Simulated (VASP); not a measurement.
Input of a VASP 6.6.1 run:

POSCAR

```
PbF2
1.0
    0.0000000000      2.9492810000      2.9492810000
    2.9492810000      0.0000000000      2.9492810000
    2.9492810000      2.9492810000      0.0000000000
Pb F
1 2
Direct
    0.0000000000      0.0000000000      0.0000000000
    0.2500000000      0.2500000000      0.2500000000
    0.7500000000      0.7500000000      0.7500000000
```

The input INCAR.step1:

```
SYSTEM = PbF2
PREC = Accurate ; ENCUT = 520
ISMEAR = -1 ; SIGMA = 0.05
LREAL = .False. ; LASPH = .True.
NELM = 100 ; NBANDS = 21
GGA = PE ; ALGO = Normal
EDIFF = 1E-4 ; LWAVE = .True.
LCHARG = .False.
```

INCAR.step2

```
SYSTEM = PbF2
PREC = Accurate ; ENCUT = 520
EDIFF = 1E-7 ; ISMEAR = -1
SIGMA = 0.05 ; LREAL = .False.
LASPH = .True. ; NELM = 100
ALGO = Normal ; ISIF = 2
LWAVE = .False. ; LCHARG = .False.
METAGGA = R2SCAN ; LMIXTAU = .True.
NBANDS = 21 ; ISTART = 1
```

KPOINTS

```
regular mesh
0
Gamma
  7 7 7
  0 0 0
```

Potentials or basis: VASP PAW PBE potentials, release 64 (Pb_d, F).

Command:

```sh
$ cat potpaw_PBE.64/Pb_d/POTCAR potpaw_PBE.64/F/POTCAR > POTCAR
$ cp INCAR.step1 INCAR
$ mpirun -np 1 vasp_std > vasp.out
$ cp INCAR.step2 INCAR
$ mpirun -np 1 vasp_std > vasp.out
```

(1) Estimate the band gap on the k mesh.

(2) Predict the pressure.

## Answers

(1) 4.95 eV, indirect (least direct gap 5.17 eV).

(2) 0.8 GPa.

Caveat: the PAW data sets were made with another functional, which shifts forces and pressure a little; spin-orbit coupling is left out, which moves the levels of the heavy elements.
